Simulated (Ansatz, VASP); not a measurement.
C: VASP beside Ansatz

```
C
1.0
     2.61972    0.00000    0.00000
     0.00000    2.61972    0.00000
     0.00000    0.00000    2.61972
C
3
Direct
  0.00000 0.50000 0.50000
  0.50000 0.00000 0.50000
  0.50000 0.50000 0.00000
```

Alike in both runs: task single point; functional PBE-based screened hybrid; k mesh 5 × 5 × 5; occupations fermi-dirac, width 0.05 eV; no spin polarisation.

```csv
,VASP,Ansatz
version,VASP 6.6.1,Ansatz 0.2.0
potentials or method,"VASP PAW PBE potentials, release 64 (C)",Ansatz PAW
plane-wave cutoff (eV),520,420
valence electrons in the cell,12,12
```

|  | VASP | Ansatz | Ansatz less VASP |
| --- | --- | --- | --- |
| gap on the k mesh at the Fermi level (eV) | none | none | - |
| pressure (GPa) | -10.9 | -11.2 | -0.24 |

VASP's potentials were made for PBE, not for PBE-based screened hybrid. A gap of «none» marks a metal or a gap that the smearing closes.

The k mesh is coarse, so the values compare programs but aren't converged.
